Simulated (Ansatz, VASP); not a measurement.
## WC4 in VASP and in Ansatz

```
W C
1.0
    -2.40704    2.40704    2.40704
     2.40704   -2.40704    2.40704
     2.40704    2.40704   -2.40704
W C
1 4
Cartesian
  0.0000 0.0000 0.0000
  1.2035 1.2035 1.2035
  -1.2035 1.2035 1.2035
  1.2035 1.2035 -1.2035
  1.2035 -1.2035 1.2035
```

Change from the starting cell: species swapped into the Hg4Pt type (Im-3m, No. 229).

Alike in both runs: functional PBE; k mesh 5 × 5 × 5; occupations gaussian, width 0.2 eV; no spin polarisation.

Ansatz relaxed the structure, and its values are those at the end. VASP's run is a single point on that final structure, the one shown.

```csv
,VASP,Ansatz
version,VASP 6.6.1,Ansatz 0.2.0
potentials or method,"VASP PAW PBE potentials, release 64 (W_sv, C), cutoff 600 eV","scalar-relativistic, plane waves, PAW"
valence electrons in the cell,30,30
```

|  | VASP | Ansatz | Ansatz less VASP |
| --- | --- | --- | --- |
| gap on the k mesh at the Fermi level (eV) | none | none | - |
| pressure (GPa) | 0.3 | 0.1 | -0.22 |

A gap of «none» marks a metal or a gap that the smearing closes.

The k mesh is coarse, so the values compare programs but aren't converged. Spin-orbit coupling is off throughout.
